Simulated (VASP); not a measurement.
# Sr2Ga2O3 (Pmmm) in VASP: further runs, part 2 of 2

VASP 6.6.1. The steps go on from the part before.

## (3) Relaxation of cell and atoms, PBE (atoms taken out)

Contents of INCAR:

```
  ALGO = Fast
  EDIFF = 1E-6
  EDIFFG = -0.04
  ENCUT = 600
  GGA = PE
  IBRION = 2
  ISIF = 3
  ISMEAR = 0
  LASPH = T
  LCHARG = F
  LREAL = F
  LWAVE = F
  NELM = 100
  NSW = 90
  PREC = Accurate
  SIGMA = 0.1
```

Contents of KPOINTS:

```
k-points
0
Gamma
  4 4 2
```

Contents of POSCAR:

```
Sr2Ga2O3
1.0
    4.0150853700      0.0000000000      0.0000000000
    0.0000000000      4.0150853700      0.0000000000
    0.0000000000      0.0000000000      8.0301707400
Sr Ga O
2 2 3
Direct
    0.5000000000      0.5000000000      0.2500000000
    0.5000000000      0.5000000000      0.7500000000
    0.0000000000      0.0000000000      0.0000000000
    0.0000000000      0.0000000000      0.5000000000
    0.5000000000      0.0000000000      0.0000000000
    0.0000000000      0.0000000000      0.2500000000
    0.0000000000      0.0000000000      0.7500000000
```

Potentials or basis: VASP PAW PBE potentials, release 64 (Sr_sv, Ga_d, O).

Launch:

```sh
$ cat potpaw_PBE.64/Sr_sv/POTCAR potpaw_PBE.64/Ga_d/POTCAR potpaw_PBE.64/O/POTCAR > POTCAR
$ mpirun -np 1 vasp_std > vasp.out
```

OUTCAR:

```text
EDIFF = 1E-6
   EDIFFG = -0.04
   ENCUT = 600
   GGA = PE
   IBRION = 2
   ISIF = 3
   ISMEAR = 0
   LASPH = T
   LREAL = F
   NELM = 100
   NSW = 90
   PREC = Accurate

 ion  position               nearest neighbor table
   1  0.500  0.500  0.250-   5 2.84   6 2.84   5 2.84   6 2.84   6 2.84   6 2.84   3 3.48   4 3.48
                             3 3.48   4 3.48   3 3.48   3 3.48   4 3.48   4 3.48   2 4.02   2 4.02
   2  0.500  0.500  0.750-   5 2.84   7 2.84   5 2.84   7 2.84   7 2.84   7 2.84   3 3.48   4 3.48
                             3 3.48   4 3.48   3 3.48   3 3.48   4 3.48   4 3.48   1 4.02   1 4.02
   3  0.000  0.000  0.000-   5 2.01   6 2.01   7 2.01   5 2.01   1 3.48   1 3.48   2 3.48   1 3.48
                             2 3.48   2 3.48   1 3.48   2 3.48
   4  0.000  0.000  0.500-   6 2.01   7 2.01   1 3.48   2 3.48   1 3.48   2 3.48   1 3.48   2 3.48
                             1 3.48   2 3.48
   5  0.500  0.000  0.000-   3 2.01   3 2.01   1 2.84   1 2.84   2 2.84   2 2.84
   6  0.000  0.000  0.250-   3 2.01   4 2.01   1 2.84   1 2.84   1 2.84   1 2.84
   7  0.000  0.000  0.750-   3 2.01   4 2.01   2 2.84   2 2.84   2 2.84   2 2.84

  LATTYP: Found a simple tetragonal cell.
 ALAT       =     4.0150853700
 C/A-ratio  =     2.0000000000

  Lattice vectors:

 A1 = (   4.0150853700,   0.0000000000,   0.0000000000)
 A2 = (   0.0000000000,   4.0150853700,   0.0000000000)
 A3 = (   0.0000000000,   0.0000000000,   8.0301707400)

[... 928 lines left out ...]
  FORCE on cell =-STRESS in cart. coord.  units (eV):
  Direction    XX          YY          ZZ          XY          YZ          ZX
  --------------------------------------------------------------------------------------
  -------------------------------------------------------------------------------------
  Total       -2.5401224     -7.8494837      4.2265656      0.0000000      0.0000000      0.0000000
  in kB      -31.4377082    -97.1487751     52.3098949      0.0000000      0.0000000      0.0000000
  external PRESSURE =     -25.4255294 kB  Pullay stress =       0.0000000 kB
[... 104 lines left out ...]
  FREE ENERGIE OF THE ION-ELECTRON SYSTEM (eV)
  ---------------------------------------------------
  free  energy   TOTEN  =       -36.0949213484 eV

  energy  without entropy=      -36.0725132568  energy(sigma->0) =      -36.08371730

[... ionic steps 4 to 12 ...]

--------------------------------------- Ionic step       13  -------------------------------------------

 number of electron      63.9999996 magnetization

------------------------ aborting loop because EDIFF is reached ----------------------------------------
[... 77 lines left out ...]
--------------------------------------- Ionic step       15  -------------------------------------------

 number of electron      63.9999995 magnetization

 Free energy of the ion-electron system (eV)
  ---------------------------------------------------
  ext. energy  EPLUGINS =         0.00000000
  ---------------------------------------------------
  free energy    TOTEN  =       -36.22352041 eV

  energy without entropy =      -36.20610712  energy(sigma->0) =      -36.21481376

 E-fermi :   4.2806     XC(G=0): -10.1154

 val. band max:        4.2680803003   @ k =   0.2500   0.2500   0.5000
 cond. band min:       4.2919162624   @ k =   0.5000   0.2500   0.0000
 fundamental gap:      0.0238359621
 Fermi energy:         4.2806199591

 k-point     1 :       0.0000    0.0000    0.0000
  band No.  band energies     occupation
      1     -30.8238      2.00000
      2     -30.8152      2.00000
      3     -15.5199      2.00000
      4     -14.1895      2.00000
      5     -13.9749      2.00000
      6     -12.9485      2.00000
[... 761 lines left out ...]
  FREE ENERGIE OF THE ION-ELECTRON SYSTEM (eV)
  ---------------------------------------------------
  free  energy   TOTEN  =       -36.2235204066 eV

  energy  without entropy=      -36.2061071192  energy(sigma->0) =      -36.21481376

 reached required accuracy - stopping structural energy minimisation
```

Run time: 63 min. Hardware: 1 thread of Oxide Virtual Turin-like, shared host; peak memory 0.29 GiB.

Results:

```
Free energy                           : -36.2235 eV
Relaxed volume                        : 17.32 Å³/atom
Relaxed cell                          : a = 3.968 Å, b = 3.453 Å, c = 8.853 Å, α = 90.00°, β = 90.00°, γ = 90.00°
Space group after relaxing (to 0.1 Å) : Pmmm (No. 47)
Energy gained by relaxing             : 140.4 meV/atom
Ionic steps                           : 15
Pressure after relaxing               : -0.1 GPa
Largest force after relaxing          : 0.027 eV/Å
Band gap on the k mesh                : zero (bands 32 and 33 overlap by 0.94 eV)
```

Forces in eV/Å, atoms in the order of the input:
```
Sr   0.000  0.000  0.027
Sr   0.000  0.000 -0.027
Ga   0.000  0.000  0.000
Ga   0.000  0.000  0.000
O    0.000  0.000  0.000
O    0.000  0.000 -0.007
O    0.000  0.000  0.007
```

Stress tensor (GPa, compression positive):
```
-0.08  0.00  0.00
 0.00  0.00  0.00
 0.00  0.00 -0.17
```

The path:
| step | energy change (eV) | largest force (eV/Å) | pressure (GPa) | volume (Å³) |
| --- | --- | --- | --- | --- |
| 1 | 0.0000 | 0.6675 | -2.54 | 129.45 |
| 2 | -0.5551 | 0.4883 | -1.20 | 123.81 |
| 3 | -0.8542 | 0.2868 | 1.73 | 117.52 |
| 4 | -0.8676 | 0.2328 | 3.21 | 115.30 |
| 5 | -0.9399 | 0.2439 | -0.60 | 120.89 |
| 6 | -0.9409 | 0.2375 | -0.23 | 120.27 |
| 7 | -0.9550 | 0.1923 | -0.14 | 120.26 |
| 8 | -0.9765 | 0.0712 | 0.30 | 120.24 |
| 9 | -0.9767 | 0.0538 | 0.38 | 120.24 |
| 10 | -0.9788 | 0.0550 | -0.40 | 121.72 |
| 11 | -0.9790 | 0.0566 | -0.19 | 121.36 |
| 12 | -0.9813 | 0.0448 | -0.06 | 121.17 |
| 13 | -0.9820 | 0.0466 | 0.06 | 121.03 |
| 14 | -0.9821 | 0.0475 | 0.08 | 121.00 |
| 15 | -0.9828 | 0.0267 | -0.08 | 121.27 |

Final structure:
```
Sr Ga O
1.0
     3.96754    0.00000    0.00000
     0.00000    3.45266    0.00000
     0.00000    0.00000    8.85261
Sr Ga O
2 2 3
Direct
  0.50000 0.50000 0.23007
  0.50000 0.50000 0.76993
  0.00000 0.00000 0.00000
  0.00000 0.00000 0.50000
  0.50000 0.00000 0.00000
  0.00000 0.00000 0.22701
  0.00000 0.00000 0.77299
```

Caveat: the k points lie up to 0.45 Å⁻¹ apart in the final cell, too coarse for converged energies and pressures of a metal; the cell differs from its parent crystal (atoms taken out).

## (4) Relaxation of cell and atoms, PBE (atoms taken out)

Contents of INCAR:

```
PREC     = Accurate       # precision mode
ENCUT    = 600            # plane-wave cutoff, eV
EDIFF    = 1E-6           # SCF threshold, eV
ISMEAR   = 0              # smearing method
SIGMA    = 0.1            # smearing width, eV
LREAL    = F              # projectors in reciprocal space
LASPH    = T              # aspherical terms in the spheres
NELM     = 100            # most SCF steps
ALGO     = Fast           # electronic algorithm
ISIF     = 3              # what is computed and relaxed
LWAVE    = F              # write WAVECAR
LCHARG   = F              # write CHGCAR
GGA      = PE             # functional
IBRION   = 2              # ionic algorithm
NSW      = 90             # ionic steps
EDIFFG   = -0.04          # ionic threshold
```

Contents of KPOINTS:

```
regular mesh
0
Gamma
  6 4 2
```

Contents of POSCAR:

```
Sr2Ga2O3
1.0
    3.4455416942      0.0000000000      0.0000000000
    0.0000000000      3.9592408296      0.0000000000
    0.0000000000      0.0000000000      8.8364992386
Sr Ga O
2 2 3
Direct
    0.5000000000      0.5000000000      0.2306596139
    0.5000000000      0.5000000000      0.7693403861
    0.0000000000      0.0000000000      0.0000000000
    0.0000000000      0.0000000000      0.5000000000
    0.0000000000      0.5000000000      0.0000000000
    0.0000000000      0.0000000000      0.2258876775
    0.0000000000      0.0000000000      0.7741123225
```

Launch:

```sh
$ cat potpaw_PBE.64/Sr_sv/POTCAR potpaw_PBE.64/Ga_d/POTCAR potpaw_PBE.64/O/POTCAR > POTCAR
$ mpirun -np 1 vasp_std > vasp.out
```

It took 23 min on 1 thread of Oxide Virtual Turin-like, shared host; peak memory 0.31 GiB.

The run converged. Its results:

| Property | Result |
| --- | --- |
| Free energy | -36.1942 eV |
| Relaxed volume | 17.36 Å³/atom |
| Relaxed cell | a = 3.520 Å, b = 3.914 Å, c = 8.819 Å, α = 90.00°, β = 90.00°, γ = 90.00° |
| Space group after relaxing (to 0.1 Å) | Pmmm (No. 47) |
| Energy gained by relaxing | 3.5 meV/atom |
| Ionic steps | 7 |
| Pressure after relaxing | -0.1 GPa |
| Largest force after relaxing | 0.019 eV/Å |
| Band gap on the k mesh | zero (bands 32 and 33 overlap by 0.83 eV) |

Forces in eV/Å, atoms in the order of the input:
```
Sr   0.000  0.000 -0.008
Sr   0.000  0.000  0.008
Ga   0.000  0.000  0.000
Ga   0.000  0.000  0.000
O    0.000  0.000  0.000
O    0.000  0.000  0.019
O    0.000  0.000 -0.019
```

Stress tensor (GPa, compression positive):
```
-0.17  0.00  0.00
 0.00  0.16  0.00
 0.00  0.00 -0.26
```

Step by step:
```csv
step,energy change (eV),largest force (eV/Å),pressure (GPa),volume (Å³)
1,0.0000,0.1351,0.31,120.55
2,-0.0110,0.1334,0.10,121.12
3,-0.0181,0.1189,-0.38,122.21
4,-0.0212,0.1072,0.09,121.49
5,-0.0214,0.1028,0.23,121.26
6,-0.0242,0.0472,0.02,121.42
7,-0.0247,0.0189,-0.09,121.51
```

Final structure:
```
CELL_PARAMETERS angstrom
3.52024 0.00000 0.00000
0.00000 3.91406 0.00000
0.00000 0.00000 8.81857
ATOMIC_POSITIONS crystal
Sr 0.50000 0.50000 0.22996
Sr 0.50000 0.50000 0.77004
Ga 0.00000 0.00000 0.00000
Ga 0.00000 0.00000 0.50000
O 0.00000 0.50000 0.00000
O 0.00000 0.00000 0.23236
O 0.00000 0.00000 0.76764
```

Levels at points of the mesh, in eV from the Fermi level:
| k point | band 29 | band 30 | band 31 | band 32 | band 33 | band 34 | band 35 | band 36 |
| --- | --- | --- | --- | --- | --- | --- | --- | --- |
| (0.00, 0.00, 0.00) | -2.82 | -2.81 | -2.74 | -0.24 | 1.89 | 2.31 | 2.38 | 2.86 |
| (0.50, 0.00, 0.00) | -3.56 | -3.20 | -3.12 | -1.35 | 1.22 | 1.81 | 3.44 | 4.38 |
| (0.00, 0.50, 0.00) | -3.38 | -2.70 | -1.77 | -1.52 | 1.50 | 3.32 | 3.37 | 4.40 |
| (0.50, 0.50, 0.00) | -3.18 | -2.64 | -1.59 | -1.06 | -0.30 | 0.42 | 2.53 | 3.37 |
| (0.00, 0.00, 0.50) | -2.78 | -2.75 | -2.55 | -1.62 | 2.19 | 2.36 | 2.41 | 3.50 |
| (0.50, 0.00, 0.50) | -3.95 | -3.51 | -1.95 | -1.28 | 0.74 | 1.20 | 3.75 | 4.40 |
| (0.00, 0.50, 0.50) | -3.42 | -2.82 | -2.72 | -1.45 | 1.23 | 3.18 | 3.38 | 4.11 |
| (0.50, 0.50, 0.50) | -3.04 | -2.87 | -1.65 | -0.89 | -0.57 | -0.01 | 2.47 | 3.38 |

Caveat: the k points lie up to 0.40 Å⁻¹ apart in the final cell, too coarse for converged energies and pressures of a metal; the cell differs from its parent crystal (atoms taken out).

## (5) The runs side by side

| task | cell | k mesh | cutoff (eV) | gap on the mesh (eV) | pressure (GPa) | relaxed volume (Å³/atom) | largest force (eV/Å) |
| --- | --- | --- | --- | --- | --- | --- | --- |
| single point | a = 4.015, b = 4.015, c = 8.030 Å, 7 atoms, atomic positions A | 4 × 4 × 2 | 520 | none | -2.5 | - | 0.67 |
| relaxation of cell and atoms | relaxed from a = 4.015, b = 4.015, c = 8.030 Å, 7 atoms, atomic positions A | 4 × 4 × 2 | 600 | none | -0.1 | 17.32 | 0.03 |
| relaxation of cell and atoms | relaxed from a = 3.446, b = 3.959, c = 8.836 Å, 7 atoms, atomic positions B | 6 × 4 × 2 | 600 | none | -0.1 | 17.36 | 0.02 |

Alike in all rows: level PBE; potentials or basis VASP PAW PBE potentials, release 64 (Sr_sv, Ga_d, O); no spin polarisation; smearing gaussian 0.1 eV.

Caveats: all runs use coarse meshes.

Total energies depend on the potentials used, so only differences within one code and one set of settings carry meaning.

The gap in the log of VASP goes by the Fermi energy; the results here count the filled bands.